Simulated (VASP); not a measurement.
# WC (P-6m2) in VASP: single point with PBE

Aim: the single point of WC with PBE.

All numbers are computed with VASP 6.6.1; they aren't measurements. Logs are shortened: lines on timing, memory, paths and dates and some standing lists are left out, and cuts for length are marked.

**1. The cell of the first run**

Symmetry: P-6m2, No. 187, hexagonal system. The conventional cell has a = 2.921 Å, b = 2.921 Å, c = 2.847 Å, α = 90.00°, β = 90.00°, γ = 120.00°. Within 3.0 Å of W (site symmetry -6m2) lie 6 C at 2.21 Å and 8 W at 2.85 to 2.92 Å. C (site symmetry -6m2) has 6 W at 2.21 Å and 8 C at 2.85 to 2.92 Å within 3.0 Å.

**2. Single point, PBE, non-collinear spin, zero start, spin-orbit coupling**

The input, POSCAR:

```
WC
1.0
    2.9209539620      0.0000000000      0.0000000000
   -1.4604769810      2.5296203344      0.0000000000
    0.0000000000      0.0000000000      2.8466159029
W C
1 1
Direct
    0.0000000000      0.0000000000      0.0000000000
    0.6666666667      0.3333333333      0.5000000000
```

The input, INCAR.step1:

```
  ALGO = Normal
  EDIFF = 1E-7
  ENCUT = 520
  GGA = PE
  GGA_COMPAT = F
  ISIF = 2
  ISMEAR = 0
  LASPH = T
  LCHARG = T
  LMAXMIX = 4
  LORBMOM = T
  LREAL = F
  LSORBIT = T
  LWAVE = F
  MAGMOM = 0 0 0 0 0 0
  NBANDS = 30
  NELM = 150
  PREC = Accurate
  SIGMA = 0.05
```

The input, KPOINTS.step1:

```
k-points
0
Gamma
  14 14 12
```

The input, INCAR.step2:

```
  ALGO = Normal
  EDIFF = 1E-7
  ENCUT = 520
  GGA = PE
  GGA_COMPAT = F
  ICHARG = 11
  ISIF = 2
  ISMEAR = -5
  LASPH = T
  LCHARG = F
  LMAXMIX = 4
  LORBIT = 11
  LORBMOM = T
  LREAL = F
  LSORBIT = T
  LWAVE = F
  MAGMOM = 0 0 0 0 0 0
  NBANDS = 30
  NEDOS = 1001
  NELM = 150
  PREC = Accurate
  SIGMA = 0.05
```

The input, KPOINTS.step2:

```
k-points
0
Gamma
  21 21 18
```

Potentials or basis: VASP PAW PBE potentials, release 64 (W_sv, C).

Run with:

```bash
$ cat potpaw_PBE.64/W_sv/POTCAR potpaw_PBE.64/C/POTCAR > POTCAR
$ cp INCAR.step1 INCAR
$ cp KPOINTS.step1 KPOINTS
$ mpirun -np 1 vasp_ncl > vasp.out
$ cp INCAR.step2 INCAR
$ cp KPOINTS.step2 KPOINTS
$ mpirun -np 1 vasp_ncl > vasp.out
```

OUTCAR:

```text
EDIFF = 1E-7
   ENCUT = 520
   GGA = PE
   ICHARG = 11
   ISIF = 2
   ISMEAR = -5
   LASPH = T
   LORBIT = 11
   LREAL = F
   LSORBIT = T
   NELM = 150
   PREC = Accurate

 ion  position               nearest neighbor table
   1  0.000  0.000  0.000-   2 2.21   2 2.21   2 2.21   2 2.21   2 2.21   2 2.21
   2  0.667  0.333  0.500-   1 2.21   1 2.21   1 2.21   1 2.21   1 2.21   1 2.21

  LATTYP: Found a hexagonal cell.
 ALAT       =     2.9209539620
 C/A-ratio  =     0.9745500751

  Lattice vectors:

 A1 = (   2.9209539620,   0.0000000000,   0.0000000000)
 A2 = (  -1.4604769810,   2.5296203344,   0.0000000000)
 A3 = (   0.0000000000,   0.0000000000,   2.8466159029)

Analysis of symmetry for initial positions (statically):
=====================================================================
 Subroutine PRICEL returns:
 Original cell was already a primitive cell.

 Routine SETGRP: Setting up the symmetry group for a
 hexagonal supercell.

 Subroutine GETGRP returns: Found 12 space group operations
 (whereof 12 operations were pure point group operations)
 out of a pool of 24 trial point group operations.

The static configuration has the point symmetry D_3h.

Analysis of symmetry for dynamics (positions and initial velocities):
=====================================================================
 Subroutine PRICEL returns:
 Original cell was already a primitive cell.

 Routine SETGRP: Setting up the symmetry group for a
 hexagonal supercell.

 Subroutine GETGRP returns: Found 12 space group operations
 (whereof 12 operations were pure point group operations)
 out of a pool of 24 trial point group operations.

The dynamic configuration has the point symmetry D_3h.

Analysis of structural, dynamic, and magnetic symmetry:
=====================================================================
 Subroutine PRICEL returns:
 Original cell was already a primitive cell.

 Routine SETGRP: Setting up the symmetry group for a
 hexagonal supercell.

 Subroutine GETGRP returns: Found 12 space group operations
 (whereof 12 operations were pure point group operations)
 out of a pool of 24 trial point group operations.

The overall configuration has the point symmetry D_3h.

 Subroutine INISYM returns: Found 12 space group operations
 (whereof 12 operations are pure point group operations),
 and found     1 'primitive' translations

----------------------------------------------------------------------------------------

                                     Primitive cell

  volume of cell :      21.0334

  direct lattice vectors                    reciprocal lattice vectors
     2.920953962  0.000000000  0.000000000     0.342353907  0.197658120  0.000000000
    -1.460476981  2.529620334  0.000000000     0.000000000  0.395316240  0.000000000
     0.000000000  0.000000000  2.846615903     0.000000000  0.000000000  0.351294321

  length of vectors
     2.920953962  2.920953962  2.846615903     0.395316240  0.395316240  0.351294321

  position of ions in fractional coordinates (direct lattice)
     0.000000000  0.000000000  0.000000000
     0.666666667  0.333333333  0.500000000

  ion indices of the primitive-cell ions
   primitive index   ion index
                 1           1
                 2           2

----------------------------------------------------------------------------------------

 KPOINTS: k-points

Automatic generation of k-mesh.
 Grid dimensions read from file:
 generate k-points for:   21   21   18

 Generating k-lattice:

  Cartesian coordinates                     Fractional coordinates (reciprocal lattice)
     0.016302567  0.009412291  0.000000000     0.047619048  0.000000000  0.000000000
     0.000000000  0.018824583  0.000000000     0.000000000  0.047619048  0.000000000
     0.000000000  0.000000000  0.019516351     0.000000000  0.000000000  0.055555556

  Length of vectors
     0.018824583  0.018824583  0.019516351
[... 92 lines left out ...]

 number of electron      18.0000000 magnetization       0.0000000     -0.0000000     -0.0000000

 Free energy of the ion-electron system (eV)
  ---------------------------------------------------
  ext. energy  EPLUGINS =         0.00000000
  ---------------------------------------------------
  free energy    TOTEN  =       -23.20180647 eV

  energy without entropy =      -23.20180647  energy(sigma->0) =      -23.20180647

 E-fermi :  10.8830     XC(G=0): -13.7251

 val. band max:       10.9646658746   @ k =   0.0000   0.0000   0.1111
 cond. band min:      10.8786704894   @ k =   0.0952   0.0476   0.5000
 fundamental gap:     -0.0859953852
 Fermi energy:        10.8829704674

 k-point     1 :       0.0000    0.0000    0.0000
  band No.  band energies     occupation
      1     -63.1594      1.00000
      2     -63.1594      1.00000
      3     -33.0725      1.00000
      4     -33.0725      1.00000
      5     -24.2762      1.00000
      6     -24.2762      1.00000
[... 781 lines left out ...]
     29      24.5529      0.00000
     30      24.5883      0.00000

 [... further k-points ...]

------------------------ aborting loop because EDIFF is reached ----------------------------------------

  FORCE on cell =-STRESS in cart. coord.  units (eV):
  Direction    XX          YY          ZZ          XY          YZ          ZX
  --------------------------------------------------------------------------------------
  -------------------------------------------------------------------------------------
  Total        0.2495631      0.2495631      0.2388371      0.0000000      0.0000000      0.0000000
  in kB       19.0099962     19.0099962     18.1929667      0.0000000      0.0000000      0.0000000
  external PRESSURE =      18.7376530 kB  Pullay stress =       0.0000000 kB

 VOLUME and BASIS-vectors are now :
 -----------------------------------------------------------------------------
  energy-cutoff  :      520.00
  volume of cell :       21.03
      direct lattice vectors                 reciprocal lattice vectors
     2.920953962  0.000000000  0.000000000     0.342353907  0.197658120  0.000000000
    -1.460476981  2.529620334  0.000000000     0.000000000  0.395316240  0.000000000
     0.000000000  0.000000000  2.846615903     0.000000000  0.000000000  0.351294321

 POSITION                                       TOTAL-FORCE (eV/Angst)
 -----------------------------------------------------------------------------------
      0.00000      0.00000      0.00000        -0.000000      0.000000      0.000000
      1.46048      0.84321      1.42331         0.000000      0.000000      0.000000
 -----------------------------------------------------------------------------------
    total drift:                               -0.000004      0.000003      0.000000

  FREE ENERGIE OF THE ION-ELECTRON SYSTEM (eV)
  ---------------------------------------------------
  free  energy   TOTEN  =       -23.2018064712 eV

  energy  without entropy=      -23.2018064712  energy(sigma->0) =      -23.20180647

 orbital moment (x)

 # of ion     p       d       tot
 ----------------------------------------
  1        -0.000   0.000   0.000
  2         0.000   0.000   0.000
 ----------------------------------------
           -0.000   0.000   0.000

 orbital moment (y)

 # of ion     p       d       tot
 ----------------------------------------
  1        -0.000   0.000   0.000
  2         0.000   0.000   0.000
 ----------------------------------------
            0.000   0.000   0.000

 orbital moment (z)

 # of ion     p       d       tot
 ----------------------------------------
  1         0.000   0.000   0.000
  2         0.000   0.000   0.000
 ----------------------------------------
            0.000   0.000   0.000

 Spin-Orbit-Coupling matrix elements

 Ion:    1  E_soc:     -1.4890439
 l=   1
     0.0000000    -0.2178431    -0.2219231
    -0.2178431     0.0000000    -0.2178431
    -0.2219231    -0.2178431     0.0000000
 l=   2
     0.0000000    -0.0055585     0.0000000    -0.0055585    -0.0273671
    -0.0055585     0.0000000    -0.0162203    -0.0048710    -0.0055585
     0.0000000    -0.0162203     0.0000000    -0.0162203     0.0000000
    -0.0055585    -0.0048710    -0.0162203     0.0000000    -0.0055585
    -0.0273671    -0.0055585     0.0000000    -0.0055585     0.0000000
 l=   3
     0.0000000     0.0000000     0.0000000     0.0000000     0.0000000     0.0000000     0.0000000
     0.0000000     0.0000000     0.0000000     0.0000000     0.0000000     0.0000000     0.0000000
     0.0000000     0.0000000     0.0000000     0.0000000     0.0000000     0.0000000     0.0000000
     0.0000000     0.0000000     0.0000000     0.0000000     0.0000000     0.0000000     0.0000000
     0.0000000     0.0000000     0.0000000     0.0000000     0.0000000     0.0000000     0.0000000
     0.0000000     0.0000000     0.0000000     0.0000000     0.0000000     0.0000000     0.0000000
     0.0000000     0.0000000     0.0000000     0.0000000     0.0000000     0.0000000     0.0000000

 Ion:    2  E_soc:     -0.0002835
 l=   1
     0.0000000    -0.0000488    -0.0000440
    -0.0000488     0.0000000    -0.0000488
    -0.0000440    -0.0000488     0.0000000
 l=   2
     0.0000000     0.0000000     0.0000000     0.0000000     0.0000000
     0.0000000     0.0000000     0.0000000     0.0000000     0.0000000
     0.0000000     0.0000000     0.0000000     0.0000000     0.0000000
     0.0000000     0.0000000     0.0000000     0.0000000     0.0000000
     0.0000000     0.0000000     0.0000000     0.0000000     0.0000000
 l=   3
     0.0000000     0.0000000     0.0000000     0.0000000     0.0000000     0.0000000     0.0000000
     0.0000000     0.0000000     0.0000000     0.0000000     0.0000000     0.0000000     0.0000000
     0.0000000     0.0000000     0.0000000     0.0000000     0.0000000     0.0000000     0.0000000
     0.0000000     0.0000000     0.0000000     0.0000000     0.0000000     0.0000000     0.0000000
     0.0000000     0.0000000     0.0000000     0.0000000     0.0000000     0.0000000     0.0000000
     0.0000000     0.0000000     0.0000000     0.0000000     0.0000000     0.0000000     0.0000000
     0.0000000     0.0000000     0.0000000     0.0000000     0.0000000     0.0000000     0.0000000

 total charge

# of ion       s       p       d       tot
------------------------------------------
    1        2.345   6.419   3.388  12.152
    2        0.854   1.564   0.000   2.418
--------------------------------------------------
tot          3.199   7.983   3.388  14.569

 magnetization (x)

# of ion       s       p       d       tot
------------------------------------------
    1       -0.000  -0.000   0.000  -0.000
    2       -0.000   0.000   0.000  -0.000
--------------------------------------------------
tot         -0.000  -0.000   0.000  -0.000

 magnetization (y)

# of ion       s       p       d       tot
------------------------------------------
    1        0.000   0.000   0.000   0.000
    2        0.000   0.000   0.000   0.000
--------------------------------------------------
tot          0.000   0.000   0.000   0.000

 magnetization (z)

# of ion       s       p       d       tot
------------------------------------------
    1       -0.000   0.000  -0.000  -0.000
    2        0.000  -0.000   0.000  -0.000
--------------------------------------------------
tot          0.000  -0.000  -0.000  -0.000
```

Wall time 6.4 min (1 thread of Intel Xeon 6975P-C (Granite Rapids), shared host); peak memory 0.82 GiB.

What came out:

```
Net moment                                            : 0.00 μB per cell
Valence electrons inside the program's atomic spheres : W 12.15; C 2.42
```

Moments on the atoms (μB; x, y, z):
```
W   0.00 0.00 0.00
C   0.00 0.00 0.00
```
